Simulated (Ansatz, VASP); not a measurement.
Given: the input of a run of VASP 6.6.1 on SrCl2.

The input POSCAR:

```
SrCl2
1.0
    0.0000000000      3.4883500000      3.4883500000
    3.4883500000      0.0000000000      3.4883500000
    3.4883500000      3.4883500000      0.0000000000
Sr Cl
1 2
Direct
    0.0000000000      0.0000000000      0.0000000000
    0.7500000000      0.7500000000      0.7500000000
    0.2500000000      0.2500000000      0.2500000000
```

File INCAR.step1:

```
ALGO     = Normal         # electronic algorithm
EDIFF    = 1E-5           # SCF threshold, eV
ENCUT    = 520            # plane-wave cutoff, eV
GGA      = PE             # functional
ISIF     = 2              # what is computed and relaxed
ISMEAR   = -1             # smearing method
LASPH    = T              # aspherical terms in the spheres
LCHARG   = F              # write CHGCAR
LREAL    = F              # projectors in reciprocal space
LWAVE    = T              # write WAVECAR
NBANDS   = 19             # bands
NELM     = 60             # most SCF steps
PREC     = Accurate       # precision mode
SIGMA    = 0.05           # smearing width, eV
```

File INCAR.step2:

```
AEXX     = 0.15           # exact-exchange fraction
ALGO     = Normal         # electronic algorithm
EDIFF    = 1E-7           # SCF threshold, eV
ENCUT    = 520            # plane-wave cutoff, eV
GGA      = PE             # functional
HFSCREEN = 0.2078699      # screening, 1/A
ISIF     = 2              # what is computed and relaxed
ISMEAR   = -1             # smearing method
ISTART   = 1            
LASPH    = T              # aspherical terms in the spheres
LCHARG   = F              # write CHGCAR
LHFCALC  = T              # exact exchange
LREAL    = F              # projectors in reciprocal space
LWAVE    = F              # write WAVECAR
NBANDS   = 19             # bands
NELM     = 60             # most SCF steps
PREC     = Accurate       # precision mode
PRECFOCK = Normal       
SIGMA    = 0.05           # smearing width, eV
```

The input KPOINTS:

```
k-points
0
Gamma
  4 4 4
```

Potentials or basis: VASP PAW PBE potentials, release 64 (Sr_sv, Cl).

Run with:

```console
$ cat potpaw_PBE.64/Sr_sv/POTCAR potpaw_PBE.64/Cl/POTCAR > POTCAR
$ cp INCAR.step1 INCAR
$ mpirun -np 1 vasp_std > vasp.out
$ cp INCAR.step2 INCAR
$ mpirun -np 1 vasp_std > vasp.out
```

**Question.** Set up the same calculation for Ansatz 0.2.0. Potentials there: Ansatz PAW.

**Answer.** As run (the cutoff follows the program's own potentials):

input.yaml

```yaml
crystal:
  lattice:
    - [0.0, 3.48835, 3.48835]
    - [3.48835, 0.0, 3.48835]
    - [3.48835, 3.48835, 0.0]
  atoms:
    - { symbol: Sr, position: [0.0, 0.0, 0.0] }
    - { symbol: Cl, position: [0.75, 0.75, 0.75] }
    - { symbol: Cl, position: [0.25, 0.25, 0.25] }
hamiltonian:
  xc:
    exchange: pbe
    correlation: pbe
    exx: { coeff: 0.15, omega: 0.2078699 }
  pseudopotentials: { kind: paw }
kpoints:
  mp_grid: { grid: [4, 4, 4] }
scf:
  occupations: { method: fermi_dirac, width: 0.05 }
output:
  forces: true
  stress: true
  eigenvalues: true
```

Potentials or basis: Ansatz PAW.

Run with:

```sh
$ ansatz run input.yaml --threads 1 --pin off --max-ram 3584MiB --backend cpu --events-out ev --progress --plain --runs-dir out
```

Both were run:

|  | VASP | Ansatz | Ansatz less VASP |
| --- | --- | --- | --- |
| gap on the k mesh at the Fermi level (eV) | 6.10 | 6.11 | +0.006 |
| least direct gap on the mesh (eV) | 6.29 | 6.30 | +0.008 |
| pressure (GPa) | 0.8 | 0.7 | -0.08 |

VASP's potentials were made for PBE, not for PBE-based screened hybrid.
